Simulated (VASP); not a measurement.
# RbBr (R3m) in VASP: single point with HSE06

Aim: the single point of RbBr with HSE06.

All numbers are computed with VASP 6.6.1; they aren't measurements. Logs are shortened: lines on timing, memory, paths and dates and some standing lists are left out, and cuts for length are marked.

### Step 1. The cell of the first run

It takes space group R3m (No. 160, trigonal). Conventional cell: a = 5.472 Å, b = 5.472 Å, c = 13.824 Å, α = 90.00°, β = 90.00°, γ = 120.00°. Within 4.5 Å of Rb (site symmetry 3m) lie 4 Br at 3.39 Å. Within 4.5 Å of Br (site symmetry 3m) lie 4 Rb at 3.39 Å.

### Step 2. Single point, HSE06 (strain along [111] +3.1%)

File POSCAR:

```
RbBr
1.0
    0.0807435012      3.9502403659      3.9502403659
    3.9502403659      0.0807435012      3.9502403659
    3.9502403659      3.9502403659      0.0807435012
Rb Br
1 1
Direct
    0.0022797637      0.0022797637      0.0022797637
    0.2477202363      0.2477202363      0.2477202363
```

File INCAR.step1:

```
PREC     = Accurate       # precision mode
ENCUT    = 520            # plane-wave cutoff, eV
EDIFF    = 1E-5           # SCF threshold, eV
ISMEAR   = 0              # smearing method
SIGMA    = 0.01           # smearing width, eV
LREAL    = F              # projectors in reciprocal space
LASPH    = T              # aspherical terms in the spheres
NELM     = 100            # most SCF steps
ALGO     = Normal         # electronic algorithm
ISIF     = 2              # what is computed and relaxed
LWAVE    = T              # write WAVECAR
LCHARG   = F              # write CHGCAR
NBANDS   = 15             # bands
GGA      = PE             # functional
```

File INCAR.step2:

```
PREC     = Accurate       # precision mode
ENCUT    = 520            # plane-wave cutoff, eV
EDIFF    = 1E-6           # SCF threshold, eV
ISMEAR   = 0              # smearing method
SIGMA    = 0.01           # smearing width, eV
LREAL    = F              # projectors in reciprocal space
LASPH    = T              # aspherical terms in the spheres
NELM     = 100            # most SCF steps
ALGO     = Normal         # electronic algorithm
ISIF     = 2              # what is computed and relaxed
LWAVE    = F              # write WAVECAR
LCHARG   = F              # write CHGCAR
GGA      = PE             # functional
LHFCALC  = T              # exact exchange
HFSCREEN = 0.2079         # screening, 1/A
PRECFOCK = Normal       
NBANDS   = 15             # bands
ISTART   = 1
```

File KPOINTS:

```
regular mesh
0
Gamma
  4 4 4
```

Potentials or basis: VASP PAW PBE potentials, release 64 (Rb_sv, Br).

Run with:

```console
$ cat potpaw_PBE.64/Rb_sv/POTCAR potpaw_PBE.64/Br/POTCAR > POTCAR
$ cp INCAR.step1 INCAR
$ mpirun -np 1 vasp_std > vasp.out
$ cp INCAR.step2 INCAR
$ mpirun -np 1 vasp_std > vasp.out
```

OUTCAR:

```text
PREC = Accurate
   ENCUT = 520
   EDIFF = 1E-6
   ISMEAR = 0
   LREAL = F
   LASPH = T
   NELM = 100
   ISIF = 2
   GGA = PE
   LHFCALC = T
   HFSCREEN = 0.2079
   PRECFOCK = Normal
   ISTART = 1

 ion  position               nearest neighbor table
   1  0.002  0.002  0.002-   2 3.39   2 3.39   2 3.39   2 3.39
   2  0.248  0.248  0.248-   1 3.39   1 3.39   1 3.39   1 3.39

  LATTYP: Found a trigonal (rhomboedric) cell.
 ALAT       =     5.5870669774
 COS(alpha) =     0.5203314517

  Lattice vectors:

 A1 = (   0.0807435012,   3.9502403659,   3.9502403659)
 A2 = (   3.9502403659,   0.0807435012,   3.9502403659)
 A3 = (   3.9502403659,   3.9502403659,   0.0807435012)

Analysis of symmetry for initial positions (statically):
=====================================================================
 Subroutine PRICEL returns:
 Original cell was already a primitive cell.

 Routine SETGRP: Setting up the symmetry group for a
 trigonal (rhombohedral) supercell.

 Subroutine GETGRP returns: Found  6 space group operations
 (whereof  6 operations were pure point group operations)
 out of a pool of 12 trial point group operations.

The static configuration has the point symmetry C_3v.

Analysis of symmetry for dynamics (positions and initial velocities):
=====================================================================
 Subroutine PRICEL returns:
 Original cell was already a primitive cell.

 Routine SETGRP: Setting up the symmetry group for a
 trigonal (rhombohedral) supercell.

 Subroutine GETGRP returns: Found  6 space group operations
 (whereof  6 operations were pure point group operations)
 out of a pool of 12 trial point group operations.

The dynamic configuration has the point symmetry C_3v.

 Subroutine INISYM returns: Found  6 space group operations
 (whereof  6 operations are pure point group operations),
 and found     1 'primitive' translations

----------------------------------------------------------------------------------------

                                     Primitive cell

  volume of cell :     119.5029

  direct lattice vectors                    reciprocal lattice vectors
     0.080743501  3.950240366  3.950240366    -0.130523000  0.127908531  0.127908531
     3.950240366  0.080743501  3.950240366     0.127908531 -0.130523000  0.127908531
     3.950240366  3.950240366  0.080743501     0.127908531  0.127908531 -0.130523000

  length of vectors
     5.587066977  5.587066977  5.587066977     0.223063754  0.223063754  0.223063754

  position of ions in fractional coordinates (direct lattice)
     0.002279764  0.002279764  0.002279764
     0.247720236  0.247720236  0.247720236

  ion indices of the primitive-cell ions
   primitive index   ion index
                 1           1
                 2           2

----------------------------------------------------------------------------------------

 KPOINTS: regular mesh

Automatic generation of k-mesh.
 Grid dimensions read from file:
 generate k-points for:    4    4    4

 Generating k-lattice:

  Cartesian coordinates                     Fractional coordinates (reciprocal lattice)
    -0.032630750  0.031977133  0.031977133     0.250000000  0.000000000  0.000000000
     0.031977133 -0.032630750  0.031977133     0.000000000  0.250000000  0.000000000
     0.031977133  0.031977133 -0.032630750     0.000000000  0.000000000  0.250000000

  Length of vectors
     0.055765938  0.055765938  0.055765938

  Shift w.r.t. Gamma in fractional coordinates (k-lattice)
     0.000000000  0.000000000  0.000000000

 Subroutine IBZKPT returns following result:
 ===========================================

 Found     13 irreducible k-points:

 Following reciprocal coordinates:
            Coordinates               Weight
  0.000000  0.000000  0.000000      1.000000
  0.250000  0.000000  0.000000      6.000000
  0.500000  0.000000  0.000000      3.000000
  0.250000  0.250000  0.000000      6.000000
  0.500000  0.250000  0.000000     12.000000
 -0.250000  0.250000  0.000000      6.000000
  0.500000  0.500000  0.000000      3.000000
  0.250000  0.250000  0.250000      2.000000
  0.500000  0.250000  0.250000      6.000000
 -0.250000  0.250000  0.250000      6.000000
  0.500000  0.500000  0.250000      6.000000
 -0.250000  0.500000  0.250000      6.000000
  0.500000  0.500000  0.500000      1.000000
   k-points           NKPTS =     13   k-points in BZ     NKDIM =     64   number of bands    NBANDS=     15
   number of dos      NEDOS =    301   number of ions     NIONS =      2
   total plane-waves  NPLWV =  74088
   dimension x,y,z NGX =    42 NGY =   42 NGZ =   42
   dimension x,y,z NGXF=    84 NGYF=   84 NGZF=   84
   ions per type =               1   1
   NGX,Y,Z   is equivalent  to a cutoff of  12.50, 12.50, 12.50 a.u.
   NGXF,Y,Z  is equivalent  to a cutoff of  24.99, 24.99, 24.99 a.u.
 SYSTEM =  unknown system
   PREC   = accura    normal or accurate (medium, high low for compatibility)
   ISTART =      1    job   : 0-new  1-cont  2-samecut
   ICHARG =      0    charge: 1-file 2-atom 10-const
   ISPIN  =      1    spin polarized calculation?
   LNONCOLLINEAR =      F non collinear calculations
   LSORBIT =      F    spin-orbit coupling
   LASPH  =      T    aspherical Exc in radial PAW
   ENCUT  =  520.0 eV  38.22 Ry    6.18 a.u.  10.39 10.39 10.39*2*pi/ulx,y,z
   NELM   =    100;   NELMIN=  2; NELMDL=  0     # of ELM steps
   EDIFF  = 0.1E-05   stopping-criterion for ELM
   LREAL  =      F    real-space projection
   EDIFFG = 0.1E-04   stopping-criterion for IOM
   NSW    =      0    number of steps for IOM
   IBRION =     -1    ionic relax: 0-MD 1-quasi-New 2-CG
   NFREE  =      0    steps in history (QN), initial steepest desc. (CG)
   ISIF   =      2    stress and relaxation
   ISYM   =      3    0-nonsym 1-usesym 2-fastsym
   POTIM  = 0.5000    time-step for ionic-motion
   TEBEG  =    0.0;   TEEND  =   0.0 temperature during run
   PSTRESS=    0.0 pullay stress
   NELECT =      16.0000    total number of electrons
   NUPDOWN=      -1.0000    fix difference up-down
   EMIN   =  10.00;   EMAX   =-10.00  energy-range for DOS
   EFERMI =   0.00;   METHOD = LEGACY
   ISMEAR =     0;   SIGMA  =   0.01  broadening in eV -4-tet -1-fermi 0-gaus
   EFERMI_NEDOS =   21; number of points for ismear=-14 and -15
   IALGO  =     38    algorithm
   IMIX   =      1    mixing-type and parameters
     AMIX     =   0.40;   BMIX     =  1.00
     AMIX_MAG =   1.60;   BMIX_MAG =  1.00
  volume/ion in A,a.u.               =      59.75       403.22
  Fermi-wavevector in a.u.,A,eV,Ry     =   0.837507  1.582660  9.543380  0.701419
  Thomas-Fermi vector in A             =   1.951409
   LORBIT       =      0    0 simple, 1 ext, 2 COOP (PROOUT), +10 PAW based schemes
   GGA     = PE    functional components
   LHFCALC =     T    Hartree Fock is set to
   PRECFOCK=normal    Normal, Fast or Accurate (Low or Medium for compatibility)
   ENCUT4O =  -1.0   cutoff for four orbital integrals eV
   NKREDX  =     1    reduce k-point grid by
   NKREDY  =     1    reduce k-point grid by
   NKREDZ  =     1    reduce k-point grid by
   AEXX    =    0.2500 exact exchange contribution
   HFSCREEN=    0.2079 screening length (either q_TF or 0.3 A-1)
   HFSCREENC=   0.2079 screening length for correlation (either q_TF or 0.3 A-1)
   ENCUTFOCK=  -1.0 apply spherical cutoff to Coloumb kernel
   IVDW    =     0    specifies the selected vdW correction
   LEPSILON=     F    determine dielectric tensor
   LRPA    =     F    only Hartree local field effects (RPA)
 non-spin polarized calculation
 Gauss-broadening in eV      SIGMA  =   0.01
  energy-cutoff  :      520.00
  volume of cell :      119.50
 maximum number of plane-waves:      3239
 NGX is ok and might be reduce to    42
  NGX = 32; NGY = 32; NGZ = 32

 number of electron      15.9999999 magnetization

 Free energy of the ion-electron system (eV)
  ---------------------------------------------------
  ext. energy  EPLUGINS =         0.00000000
  ---------------------------------------------------
  free energy    TOTEN  =        -6.87296195 eV

  energy without entropy =       -6.87296195  energy(sigma->0) =       -6.87296195

 E-fermi :  -3.8833     XC(G=0):  -4.7748

 val. band max:       -3.9919722744   @ k =   0.5000   0.5000   0.0000
 cond. band min:       1.1237340667   @ k =   0.0000   0.0000   0.0000
 fundamental gap:      5.1157063410
 Fermi energy:        -3.8833290152

 k-point     1 :       0.0000    0.0000    0.0000
  band No.  band energies     occupation
      1     -30.3507      2.00000
      2     -16.8567      2.00000
      3     -13.2907      2.00000
      4     -13.2907      2.00000
      5     -13.2873      2.00000
      6      -4.0969      2.00000
      7      -4.0631      2.00000
      8      -4.0631      2.00000
      9       1.1237      0.00000
     10       5.4129      0.00000
     11       5.4129      0.00000
     12       6.2869      0.00000
     13       6.2869      0.00000
     14       6.3441      0.00000
     15       6.9566      0.00000

 k-point     2 :       0.2500    0.0000    0.0000
  band No.  band energies     occupation
      1     -30.3496      2.00000
      2     -16.8756      2.00000
      3     -13.2972      2.00000
      4     -13.2939      2.00000
      5     -13.2690      2.00000
      6      -4.1880      2.00000
      7      -4.0686      2.00000
      8      -4.0483      2.00000
      9       1.9258      0.00000
     10       4.9293      0.00000
     11       5.0733      0.00000
     12       5.2934      0.00000
     13       6.2590      0.00000
     14       6.7672      0.00000
     15       6.9649      0.00000
[... 167 lines left out ...]
      3     -13.3285      2.00000
      4     -13.3186      2.00000
      5     -13.1941      2.00000
      6      -4.2405      2.00000
      7      -4.1334      2.00000
      8      -4.0028      2.00000
      9       3.1214      0.00000
     10       3.8201      0.00000
     11       5.4662      0.00000
     12       5.5728      0.00000
     13       6.0358      0.00000
     14       6.3131      0.00000
     15       7.3208      0.00000

 k-point    13 :       0.5000    0.5000    0.5000
  band No.  band energies     occupation
      1     -30.3489      2.00000
      2     -16.8998      2.00000
      3     -13.3015      2.00000
      4     -13.3015      2.00000
      5     -13.2310      2.00000
      6      -4.2992      2.00000
      7      -4.0183      2.00000
      8      -4.0183      2.00000
      9       3.3164      0.00000
     10       3.4278      0.00000
     11       4.9970      0.00000
     12       4.9970      0.00000
     13       6.3983      0.00000
     14       6.3983      0.00000
     15       6.8438      0.00000

------------------------ aborting loop because EDIFF is reached ----------------------------------------

  FORCE on cell =-STRESS in cart. coord.  units (eV):
  Direction    XX          YY          ZZ          XY          YZ          ZX
  --------------------------------------------------------------------------------------
  -------------------------------------------------------------------------------------
  Total       -0.1344072     -0.1344072     -0.1344072     -0.0333645     -0.0333645     -0.0333645
  in kB       -1.8019986     -1.8019986     -1.8019986     -0.4473181     -0.4473181     -0.4473181
  external PRESSURE =      -1.8019986 kB  Pullay stress =       0.0000000 kB

 VOLUME and BASIS-vectors are now :
 -----------------------------------------------------------------------------
  energy-cutoff  :      520.00
  volume of cell :      119.50
      direct lattice vectors                 reciprocal lattice vectors
     0.080743501  3.950240366  3.950240366    -0.130523000  0.127908531  0.127908531
     3.950240366  0.080743501  3.950240366     0.127908531 -0.130523000  0.127908531
     3.950240366  3.950240366  0.080743501     0.127908531  0.127908531 -0.130523000

 POSITION                                       TOTAL-FORCE (eV/Angst)
 -----------------------------------------------------------------------------------
      0.01820      0.01820      0.01820        -0.003229     -0.003229     -0.003229
      1.97711      1.97711      1.97711         0.003229      0.003229      0.003229
 -----------------------------------------------------------------------------------
    total drift:                               -0.000108     -0.000111     -0.000111

  FREE ENERGIE OF THE ION-ELECTRON SYSTEM (eV)
  ---------------------------------------------------
  free  energy   TOTEN  =        -6.8729619508 eV

  energy  without entropy=       -6.8729619508  energy(sigma->0) =       -6.87296195
```

Wall time 12 min (1 thread of Intel Xeon Platinum 8375C at 2.90GHz (Ice Lake), shared host); peak memory 0.38 GiB.

What came out:

```
Free energy            : -6.8730 eV
Pressure               : -0.2 GPa
Largest force          : 0.006 eV/Å
Band gap on the k mesh : 5.12 eV (least direct gap 5.19 eV)
```

Forces on the atoms (eV/Å):
```
Rb  -0.003 -0.003 -0.003
Br   0.003  0.003  0.003
```

Caveat: the cell differs from its parent crystal (strain along [111] +3.1%); the PAW data sets were made with another functional, which shifts forces and pressure a little. A k mesh can miss the band edges.
